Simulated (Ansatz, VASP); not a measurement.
# One calculation of SrCl2, two programs

Contents of INCAR:

```
SYSTEM = SrCl2
PREC = Accurate ; ENCUT = 520
EDIFF = 1E-6 ; ISMEAR = 0
SIGMA = 0.05 ; LREAL = .FALSE.
LASPH = .TRUE. ; NELM = 80
ALGO = Normal ; ISIF = 2
LWAVE = .FALSE. ; LCHARG = .TRUE.
GGA = PE ; LELF = .TRUE.
LVHAR = .TRUE. ; NBANDS = 19
```

The input KPOINTS:

```
regular mesh
0
G
  6 6 6
  0 0 0
```

File POSCAR:

```
SrCl2
1.0
    0.0000000000      3.5896108253      3.6599953513
    3.3080727213      0.0000000000      3.6599953513
    3.3080727213      3.5896108253      0.0000000000
Sr Cl
1 2
Direct
    0.0000000000      0.0000000000      0.0000000000
    0.2500000000      0.2500000000      0.2500000000
    0.7500000000      0.7500000000      0.7500000000
```

Input for Ansatz:

```yaml
crystal:
  lattice:
    - [0.0, 3.5896108253, 3.6599953513]
    - [3.3080727213, 0.0, 3.6599953513]
    - [3.3080727213, 3.5896108253, 0.0]
  atoms:
    - { symbol: Sr, position: [0.0, 0.0, 0.0] }
    - { symbol: Cl, position: [0.25, 0.25, 0.25] }
    - { symbol: Cl, position: [0.75, 0.75, 0.75] }
basis:
  ecutwfc: 420
kpoints:
  mp_grid: { grid: [6, 6, 6] }
hamiltonian:
  xc: pbe
scf:
  occupations: { method: gaussian, width: 0.05 }
output:
  forces: true
  stress: true
  eigenvalues: true
```

Change from the starting cell: strain +e along x and -e along y -0.0400, strain +e along z and -e/2 along x and y +0.0400.

Alike in both runs: task single point; functional PBE; k mesh 6 × 6 × 6; occupations gaussian, width 0.05 eV; no spin polarisation.

|  | VASP | Ansatz |
| --- | --- | --- |
| version | VASP 6.6.1 | Ansatz 0.2.0 |
| potentials or method | VASP PAW PBE potentials, release 64 (Sr_sv, Cl), cutoff 520 eV | scalar-relativistic, plane waves, PAW |
| valence electrons in the cell | 24 | 24 |

```tsv
	VASP	Ansatz	Ansatz less VASP
gap on the k mesh at the Fermi level (eV)	4.65	4.65	+0.002
least direct gap on the mesh (eV)	4.89	4.89	+0.001
pressure (GPa)	0.3	0.2	-0.07
traceless stress, the component that is largest in VASP (GPa)	3.20	3.22	+0.018
```
